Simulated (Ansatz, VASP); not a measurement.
Given: the input of a run of Ansatz 0.2.0 on ZnSe.

File input.yaml:

```yaml
crystal:
  lattice:
    - [0.0, 2.8338, 2.8338]
    - [2.8338, 0.0, 2.8338]
    - [2.8338, 2.8338, 0.0]
  atoms:
    - { symbol: Se, position: [0.75, 0.75, 0.75] }
    - { symbol: Zn, position: [0.0, 0.0, 0.0] }
kpoints:
  mp_grid: { grid: [8, 8, 8] }
scf:
  occupations: { method: gaussian, width: 0.03 }
hamiltonian:
  xc: pbe
  pseudopotentials: { kind: all_electron, lapw: { basis_error: 0.001 } }
output:
  forces: true
  stress: true
  eigenvalues: true
```

Potentials or basis: all-electron LAPW, scalar-relativistic.

The run is started by

```sh
$ ansatz run input.yaml --threads 1 --pin off --max-ram 3072MiB --backend cpu --events-out ev --progress --plain --runs-dir out
```

Set up the same calculation for VASP 6.6.1. Potentials there: VASP PAW PBE potentials, release 64 (Se, Zn).

As run (the cutoff follows the program's own potentials):

File INCAR:

```
SYSTEM = ZnSe
PREC     = Accurate       ! precision mode
ENCUT    = 520            ! plane-wave cutoff, eV
EDIFF    = 1E-7           ! SCF threshold, eV
ISMEAR   = 0              ! smearing method
SIGMA    = 0.03           ! smearing width, eV
LREAL    = .FALSE.        ! projectors in reciprocal space
LASPH    = .TRUE.         ! aspherical terms in the spheres
NELM     = 100            ! most SCF steps
ALGO     = Normal         ! electronic algorithm
ISIF     = 2              ! what is computed and relaxed
LWAVE    = .FALSE.        ! write WAVECAR
LCHARG   = .TRUE.         ! write CHGCAR
GGA      = PE             ! functional
LELF     = .TRUE.         ! ELF
LVHAR    = .TRUE.       
NBANDS   = 16             ! bands
```

Contents of KPOINTS:

```
Automatic mesh
0
G
  8 8 8
  0 0 0
```

Contents of POSCAR:

```
ZnSe
1.0
    0.0000000000      2.8338000000      2.8338000000
    2.8338000000      0.0000000000      2.8338000000
    2.8338000000      2.8338000000      0.0000000000
Se Zn
1 1
Direct
    0.7500000000      0.7500000000      0.7500000000
    0.0000000000      0.0000000000      0.0000000000
```

Potentials or basis: VASP PAW PBE potentials, release 64 (Se, Zn).

Command:

```bash
$ cat potpaw_PBE.64/Se/POTCAR potpaw_PBE.64/Zn/POTCAR > POTCAR
$ mpirun -np 1 vasp_std > vasp.out
```

Both were run:

|  | VASP | Ansatz | Ansatz less VASP |
| --- | --- | --- | --- |
| gap on the k mesh at the Fermi level (eV) | 1.29 | 1.29 | 0.000 |
| least direct gap on the mesh (eV) | 1.29 | 1.29 | 0.000 |
| pressure (GPa) | 2.3 | 2.1 | -0.22 |

Ansatz ran all-electron here, and VASP with PAW potentials.
